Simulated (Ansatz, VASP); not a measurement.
# TiC in VASP and in Ansatz

```
Ti C
1.0
     0.00000    2.22892    2.22892
     2.22892    0.00000    2.22892
     2.22892    2.22892    0.00000
Ti C
1 1
Cartesian
  0.0000 0.0000 0.0000
  2.2289 2.2289 2.2289
```

Change from the starting cell: strain +0.030 along x and y, +0.030 along z, atoms carried along.

Alike in both runs: task single point; functional r2SCAN; k mesh 18 × 18 × 18; occupations gaussian, width 0.15 eV; no spin polarisation.

|  | VASP | Ansatz |
| --- | --- | --- |
| version | VASP 6.6.1 | Ansatz 0.2.0 |
| potentials or method | VASP PAW PBE potentials, release 64 (Ti_sv, C), cutoff 520 eV | scalar-relativistic, plane waves, PAW |
| valence electrons in the cell | 16 | 16 |

|  | VASP | Ansatz | Ansatz less VASP |
| --- | --- | --- | --- |
| gap on the k mesh at the Fermi level (eV) | none | none | - |
| pressure (GPa) | -18.8 | -19.5 | -0.76 |

VASP's potentials were made for PBE, not for r2SCAN. A gap of «none» marks a metal or a gap that the smearing closes. With one functional, cell and mesh, what is left measures potentials, basis and numerics.
